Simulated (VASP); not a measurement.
# MgO in VASP: notebook, part 2 of 2

VASP 6.6.1.

**4. Single point, PBE (volume scaled by 0.9405)**

Input file INCAR:

```
PREC     = Accurate       # precision mode
ENCUT    = 520            # plane-wave cutoff, eV
EDIFF    = 1E-6           # SCF threshold, eV
ISMEAR   = -1             # smearing method
SIGMA    = 0.01           # smearing width, eV
LREAL    = F              # projectors in reciprocal space
LASPH    = T              # aspherical terms in the spheres
NELM     = 80             # most SCF steps
ALGO     = Normal         # electronic algorithm
ISIF     = 2              # what is computed and relaxed
LWAVE    = F              # write WAVECAR
LCHARG   = F              # write CHGCAR
GGA      = PE             # functional
NBANDS   = 11             # bands
```

Input file KPOINTS:

```
Automatic mesh
0
Gamma
  11 11 11
```

Input file POSCAR:

```
MgO
1.0
    0.0000000000      2.0919340588      2.0919340588
    2.0919340588      0.0000000000      2.0919340588
    2.0919340588      2.0919340588      0.0000000000
Mg O
1 1
Direct
    0.0000000000      0.0000000000      0.0000000000
    0.5000000000      0.5000000000      0.5000000000
```

Potentials or basis: VASP PAW PBE potentials, release 64 (Mg, O).

Command:

```sh
cat potpaw_PBE.64/Mg/POTCAR potpaw_PBE.64/O/POTCAR > POTCAR
mpirun -np 1 vasp_std > vasp.out
```

OUTCAR:

```text
PREC = Accurate
   ENCUT = 520
   EDIFF = 1E-6
   ISMEAR = -1
   LREAL = F
   LASPH = T
   NELM = 80
   ISIF = 2
   GGA = PE

 ion  position               nearest neighbor table
   1  0.000  0.000  0.000-   2 2.09   2 2.09   2 2.09   2 2.09   2 2.09   2 2.09
   2  0.500  0.500  0.500-   1 2.09   1 2.09   1 2.09   1 2.09   1 2.09   1 2.09

  LATTYP: Found a face centered cubic cell.
 ALAT       =     4.1838681176

  Lattice vectors:

 A1 = (   0.0000000000,   2.0919340588,   2.0919340588)
 A2 = (   2.0919340588,   0.0000000000,   2.0919340588)
 A3 = (   2.0919340588,   2.0919340588,   0.0000000000)

Analysis of symmetry for initial positions (statically):
=====================================================================
 Subroutine PRICEL returns:
 Original cell was already a primitive cell.

 Routine SETGRP: Setting up the symmetry group for a
 face centered cubic supercell.

 Subroutine GETGRP returns: Found 48 space group operations
 (whereof 48 operations were pure point group operations)
 out of a pool of 48 trial point group operations.

The static configuration has the point symmetry O_h .

Analysis of symmetry for dynamics (positions and initial velocities):
=====================================================================
 Subroutine PRICEL returns:
 Original cell was already a primitive cell.

 Routine SETGRP: Setting up the symmetry group for a
 face centered cubic supercell.

 Subroutine GETGRP returns: Found 48 space group operations
 (whereof 48 operations were pure point group operations)
 out of a pool of 48 trial point group operations.

The dynamic configuration has the point symmetry O_h .

 Subroutine INISYM returns: Found 48 space group operations
 (whereof 48 operations are pure point group operations),
 and found     1 'primitive' translations

----------------------------------------------------------------------------------------

                                     Primitive cell

  volume of cell :      18.3094

  direct lattice vectors                    reciprocal lattice vectors
     0.000000000  2.091934059  2.091934059    -0.239013270  0.239013270  0.239013270
     2.091934059  0.000000000  2.091934059     0.239013270 -0.239013270  0.239013270
     2.091934059  2.091934059  0.000000000     0.239013270  0.239013270 -0.239013270

  length of vectors
     2.958441518  2.958441518  2.958441518     0.413983127  0.413983127  0.413983127

  position of ions in fractional coordinates (direct lattice)
     0.000000000  0.000000000  0.000000000
     0.500000000  0.500000000  0.500000000

  ion indices of the primitive-cell ions
   primitive index   ion index
                 1           1
                 2           2

----------------------------------------------------------------------------------------

 KPOINTS: Automatic mesh

Automatic generation of k-mesh.
 Grid dimensions read from file:
 generate k-points for:   11   11   11

 Generating k-lattice:

  Cartesian coordinates                     Fractional coordinates (reciprocal lattice)
    -0.021728479  0.021728479  0.021728479     0.090909091  0.000000000  0.000000000
     0.021728479 -0.021728479  0.021728479     0.000000000  0.090909091  0.000000000
     0.021728479  0.021728479 -0.021728479     0.000000000  0.000000000  0.090909091

  Length of vectors
     0.037634830  0.037634830  0.037634830

  Shift w.r.t. Gamma in fractional coordinates (k-lattice)
     0.000000000  0.000000000  0.000000000

 Subroutine IBZKPT returns following result:
 ===========================================

 Found     56 irreducible k-points:

 Following reciprocal coordinates:
            Coordinates               Weight
  0.000000  0.000000  0.000000      1.000000
  0.090909  0.000000  0.000000      8.000000
  0.181818  0.000000  0.000000      8.000000
  0.272727  0.000000  0.000000      8.000000
  0.363636  0.000000  0.000000      8.000000
  0.454545  0.000000  0.000000      8.000000
[... 16 lines left out ...]
 -0.272727  0.181818  0.000000     24.000000
 -0.181818  0.181818  0.000000     12.000000
 [... further k-points ...]
   k-points           NKPTS =     56   k-points in BZ     NKDIM =     56   number of bands    NBANDS=     11
   number of dos      NEDOS =    301   number of ions     NIONS =      2
   total plane-waves  NPLWV =  13824
   dimension x,y,z NGX =    24 NGY =   24 NGZ =   24
   dimension x,y,z NGXF=    48 NGYF=   48 NGZF=   48
   ions per type =               1   1
   NGX,Y,Z   is equivalent  to a cutoff of  13.49, 13.49, 13.49 a.u.
   NGXF,Y,Z  is equivalent  to a cutoff of  26.97, 26.97, 26.97 a.u.
 SYSTEM =  unknown system
   PREC   = accura    normal or accurate (medium, high low for compatibility)
   ISTART =      0    job   : 0-new  1-cont  2-samecut
   ICHARG =      2    charge: 1-file 2-atom 10-const
   ISPIN  =      1    spin polarized calculation?
   LNONCOLLINEAR =      F non collinear calculations
   LSORBIT =      F    spin-orbit coupling
   LASPH  =      T    aspherical Exc in radial PAW
   ENCUT  =  520.0 eV  38.22 Ry    6.18 a.u.   5.50  5.50  5.50*2*pi/ulx,y,z
   NELM   =     80;   NELMIN=  2; NELMDL= -5     # of ELM steps
   EDIFF  = 0.1E-05   stopping-criterion for ELM
   LREAL  =      F    real-space projection
   EDIFFG = 0.1E-04   stopping-criterion for IOM
   NSW    =      0    number of steps for IOM
   IBRION =     -1    ionic relax: 0-MD 1-quasi-New 2-CG
   NFREE  =      0    steps in history (QN), initial steepest desc. (CG)
   ISIF   =      2    stress and relaxation
   ISYM   =      2    0-nonsym 1-usesym 2-fastsym
   POTIM  = 0.5000    time-step for ionic-motion
   TEBEG  =    0.0;   TEEND  =   0.0 temperature during run
   PSTRESS=    0.0 pullay stress
   NELECT =       8.0000    total number of electrons
   NUPDOWN=      -1.0000    fix difference up-down
   EMIN   =  10.00;   EMAX   =-10.00  energy-range for DOS
   EFERMI =   0.00;   METHOD = LEGACY
   ISMEAR =    -1;   SIGMA  =   0.01  broadening in eV -4-tet -1-fermi 0-gaus
   EFERMI_NEDOS =   21; number of points for ismear=-14 and -15
   IALGO  =     38    algorithm
   IMIX   =      4    mixing-type and parameters
     AMIX     =   0.40;   BMIX     =  1.00
     AMIX_MAG =   1.60;   BMIX_MAG =  1.00
  volume/ion in A,a.u.               =       9.15        61.78
  Fermi-wavevector in a.u.,A,eV,Ry     =   1.242263  2.347536 20.996742  1.543217
  Thomas-Fermi vector in A             =   2.376625
   LORBIT       =      0    0 simple, 1 ext, 2 COOP (PROOUT), +10 PAW based schemes
   GGA     = PE    functional components
   LHFCALC =     F    Hartree Fock is set to
   AEXX    =    0.0000 exact exchange contribution
   IVDW    =     0    specifies the selected vdW correction
   LEPSILON=     F    determine dielectric tensor
   LRPA    =     F    only Hartree local field effects (RPA)
 non-spin polarized calculation
  energy-cutoff  :      520.00
  volume of cell :       18.31
 maximum number of plane-waves:       531
 NGX is ok and might be reduce to    24
   NGX = 11   NGY = 11   NGZ = 11

 number of electron       8.0000003 magnetization

 Free energy of the ion-electron system (eV)
  ---------------------------------------------------
  ext. energy  EPLUGINS =         0.00000000
  ---------------------------------------------------
  free energy    TOTEN  =       -11.89182083 eV

  energy without entropy =      -11.89182083  energy(sigma->0) =      -11.89182083

 E-fermi :   3.6556     XC(G=0): -11.1745

 val. band max:        3.3399749466   @ k =   0.0000   0.0000   0.0000
 cond. band min:       8.2649642653   @ k =   0.0000   0.0000   0.0000
 fundamental gap:      4.9249893188
 Fermi energy:         3.6555939716

 k-point     1 :       0.0000    0.0000    0.0000
  band No.  band energies     occupation
      1     -14.0282      2.00000
      2       3.3400      2.00000
      3       3.3400      2.00000
      4       3.3400      2.00000
      5       8.2650      0.00000
      6      19.2537      0.00000
      7      19.2537      0.00000
      8      19.2537      0.00000
      9      23.2239      0.00000
     10      25.0219      0.00000
     11      25.0219      0.00000
[... 309 lines left out ...]
 k-point    24 :      -0.1818    0.1818    0.0000
  band No.  band energies     occupation
      1     -13.2159      2.00000
      2       0.4404      2.00000
      3       2.2008      2.00000
      4       2.9525      2.00000
      5      11.5740      0.00000
      6      15.4952      0.00000
      7      19.0369      0.00000
      8      21.4978      0.00000
      9      21.5667      0.00000
     10      24.8338      0.00000
     11      28.2297      0.00000

 [... further k-points ...]
[... 5 lines left out ...]
  --------------------------------------------------------------------------------------
  -------------------------------------------------------------------------------------
  Total        0.8555726      0.8555726      0.8555726     -0.0000000     -0.0000000      0.0000000
  in kB       74.8675250     74.8675250     74.8675250     -0.0000000     -0.0000000      0.0000000
  external PRESSURE =      74.8675250 kB  Pullay stress =       0.0000000 kB

 VOLUME and BASIS-vectors are now :
 -----------------------------------------------------------------------------
  energy-cutoff  :      520.00
  volume of cell :       18.31
      direct lattice vectors                 reciprocal lattice vectors
     0.000000000  2.091934059  2.091934059    -0.239013270  0.239013270  0.239013270
     2.091934059  0.000000000  2.091934059     0.239013270 -0.239013270  0.239013270
     2.091934059  2.091934059  0.000000000     0.239013270  0.239013270 -0.239013270

 POSITION                                       TOTAL-FORCE (eV/Angst)
 -----------------------------------------------------------------------------------
      0.00000      0.00000      0.00000        -0.000000     -0.000000     -0.000000
      2.09193      2.09193      2.09193         0.000000      0.000000      0.000000
 -----------------------------------------------------------------------------------
    total drift:                               -0.000000     -0.000000      0.000000

  FREE ENERGIE OF THE ION-ELECTRON SYSTEM (eV)
  ---------------------------------------------------
  free  energy   TOTEN  =       -11.8918208273 eV

  energy  without entropy=      -11.8918208273  energy(sigma->0) =      -11.89182083
```

Wall time 4.6 s (1 thread of Intel Xeon 6975P-C (Granite Rapids), shared host); peak memory 0.14 GiB.

What came out:

- Free energy: -11.8918 eV
- Pressure: 7.5 GPa
- Band gap on the k mesh: 4.92 eV, direct

Levels at points of the mesh, in eV from the valence-band top:
```tsv
k point	band 1	band 2	band 3	band 4	band 5	band 6	band 7	band 8
(0.00, 0.00, 0.00)	-17.37	0.00	0.00	0.00	4.93	15.91	15.91	15.91
```

**5. Single point, PBE (volume scaled by 0.98)**

Input file INCAR:

```
SYSTEM = MgO
PREC = Accurate
ENCUT = 520
EDIFF = 1E-7
ISMEAR = -1
SIGMA = 0.01
LREAL = .False.
LASPH = .True.
NELM = 60
ALGO = Normal
ISIF = 2
LWAVE = .False.
LCHARG = .True.
GGA = PE
LELF = .True.
LVHAR = .True.
NBANDS = 11
```

Input file KPOINTS:

```
Automatic mesh
0
Gamma
  11 11 11
  0 0 0
```

Input file POSCAR:

```
MgO
1.0
    0.0000000000      2.1208197024      2.1208197024
    2.1208197024      0.0000000000      2.1208197024
    2.1208197024      2.1208197024      0.0000000000
Mg O
1 1
Direct
    0.0000000000      0.0000000000      0.0000000000
    0.5000000000      0.5000000000      0.5000000000
```

Command:

```sh
cat potpaw_PBE.64/Mg/POTCAR potpaw_PBE.64/O/POTCAR > POTCAR
mpirun -np 1 vasp_std > vasp.out
```

Run time: 4.7 s. Hardware: 1 thread of Intel Xeon 6975P-C (Granite Rapids), shared host; peak memory 0.14 GiB.

The run converged. Its results:

- Free energy: -11.9116 eV
- Pressure: 0.6 GPa
- Band gap on the k mesh: 4.52 eV, direct

Levels at points of the mesh, in eV from the valence-band top:
| k point | band 1 | band 2 | band 3 | band 4 | band 5 | band 6 | band 7 | band 8 |
| --- | --- | --- | --- | --- | --- | --- | --- | --- |
| (0.00, 0.00, 0.00) | -17.16 | 0.00 | 0.00 | 0.00 | 4.52 | 15.68 | 15.68 | 15.68 |

**6. Overview**

```csv
spin,cell,gap on the mesh (eV),pressure (GPa)
off,"a = 3.020, b = 3.020, c = 2.959 Å, angles 60.7, 60.7, 61.3°, 2 atoms",4.17,-2.4
"collinear, ferromagnetic start","a = 3.043, b = 3.043, c = 2.975 Å, angles 60.7, 60.7, 58.5°, 2 atoms",4.27,-1.9
off,"a = 2.958 Å, angles 60.0°, 2 atoms",4.92,7.5
off,"a = 2.999 Å, angles 60.0°, 2 atoms",4.52,0.6
```

Alike in all rows: task single point; level PBE; potentials or basis VASP PAW PBE potentials, release 64 (Mg, O); k mesh 11 × 11 × 11; cutoff (eV) 520; smearing fermi-dirac 0.01 eV.

Absolute energies hang on the potentials; compare differences alone.
